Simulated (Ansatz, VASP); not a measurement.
**In2SbO6 in VASP and in Ansatz**

```xyz
9
Lattice="0.0000 3.9834 0.0000 6.7112 -1.9917 0.0000 1.2520 0.0000 -4.9606" Properties=species:S:1:pos:R:3 pbc="T T T"
O     6.0632    0.0000   -3.8923
O     1.9000    1.9917   -1.0683
O     4.0862    1.9917   -3.5029
O     3.8771    0.0000   -1.4577
O     6.4520    1.9917   -1.5874
O     1.5113    0.0000   -3.3732
Sb    0.6260    1.9917   -2.4803
In    4.3587    1.9917   -1.1821
In    3.6046    0.0000   -3.7785
```

Alike in both runs: functional PBE; k mesh 5 × 5 × 4; no spin polarisation.

Ansatz relaxed the structure, and its values are those at the end. VASP's run is a single point on that final structure, the one shown.

|  | VASP | Ansatz |
| --- | --- | --- |
| version | VASP 6.6.1 | Ansatz 0.2.0 |
| potentials or method | VASP PAW PBE potentials, release 64 (O, Sb, In_d), cutoff 520 eV | PAW plane waves |
| occupations | fermi-dirac, width 0.1 eV | fermi-dirac |
| valence electrons in the cell | 67 | 77 |

VASP gave:

* pressure (GPa): -6.6
* rms of the force components (eV/Å): 0.055

Question: Estimate Ansatz's values.

Answer: Pressure (GPa): -6.8; rms of the force components (eV/Å): 0.001.

VASP's potentials hold 67 valence electrons a cell and Ansatz's 77, so a difference there can come from the potentials and not from the codes. Ansatz's warnings: stress scf threshold loose.

Spin-orbit coupling is off throughout.
